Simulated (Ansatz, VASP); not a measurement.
## ZrF: VASP beside Ansatz

```
Zr F
1.0
     2.93779    0.00000    0.00000
     0.00000    2.93779    0.00000
     0.00000    0.00000    2.96013
Zr F
1 1
Direct
  0.50000 0.50000 0.50000
  0.00000 0.00000 0.00000
```

Change from the starting cell: species swapped into the MnHg type (P4/mmm, No. 123).

Alike in both runs: task single point; functional PBE; k mesh 6 × 6 × 6; occupations gaussian, width 0.1 eV; no spin polarisation.

|  | VASP | Ansatz |
| --- | --- | --- |
| version | VASP 6.6.1 | Ansatz 0.2.0 |
| potentials or method | VASP PAW PBE potentials, release 64 (Zr_sv, F), cutoff 520 eV | scalar-relativistic, plane waves, PAW |
| valence electrons in the cell | 19 | 19 |

|  | VASP | Ansatz | Ansatz less VASP |
| --- | --- | --- | --- |
| gap on the k mesh at the Fermi level (eV) | none | none | - |
| pressure (GPa) | 20.9 | 20.9 | +0.02 |
| traceless stress, the component that is largest in VASP (GPa) | -0.50 | -0.49 | +0.009 |

A gap of «none» marks a metal or a gap that the smearing closes.
